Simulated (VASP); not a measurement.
Input of a VASP 6.6.1 run:

File INCAR:

```
PREC     = Accurate       # precision mode
ENCUT    = 600            # plane-wave cutoff, eV
EDIFF    = 1E-6           # SCF threshold, eV
ISMEAR   = 0              # smearing method
SIGMA    = 0.1            # smearing width, eV
LREAL    = False          # projectors in reciprocal space
LASPH    = True           # aspherical terms in the spheres
NELM     = 100            # most SCF steps
ALGO     = Normal         # electronic algorithm
ISIF     = 3              # what is computed and relaxed
LWAVE    = False          # write WAVECAR
LCHARG   = False          # write CHGCAR
GGA      = PE             # functional
IBRION   = 2              # ionic algorithm
NSW      = 100            # ionic steps
EDIFFG   = -0.01          # ionic threshold
```

KPOINTS

```
regular mesh
0
Gamma
  12 12 6
```

Contents of POSCAR:

```
Ti2B3
1.0
    2.9654739643      0.0000000000      0.0000000000
    0.0000000000      2.9654739643      0.0000000000
    0.0000000000      0.0000000000      5.8667102579
Ti B
2 3
Direct
    0.0000000000      0.0000000000      0.7070160467
    0.5000000000      0.5000000000      0.3501186749
    0.5000000000      0.0000000000      0.0175569976
    0.0000000000      0.5000000000      0.0175569976
    0.0000000000      0.0000000000      0.1777512032
```

Potentials or basis: VASP PAW PBE potentials, release 64 (Ti_sv, B).

The run is started by

```sh
$ cat potpaw_PBE.64/Ti_sv/POTCAR potpaw_PBE.64/B/POTCAR > POTCAR
$ mpirun -np 1 vasp_std > vasp.out
```

Problem. What does it give for the band gap on the k mesh?

Solution. Zero (an odd number of electrons rules out a gap without spin polarisation).

Problem. What does it give for the space group after relaxing (to 0.1 Å)?

Solution. P4mm (No. 99).

Final structure:
```
Ti B
1.0
     2.95755    0.00000    0.00000
     0.00000    2.95755    0.00000
     0.00000    0.00000    5.89563
Ti B
2 3
Direct
  0.00000 0.00000 0.70723
  0.50000 0.50000 0.35116
  0.50000 0.00000 0.01755
  0.00000 0.50000 0.01755
  0.00000 0.00000 0.17650
```
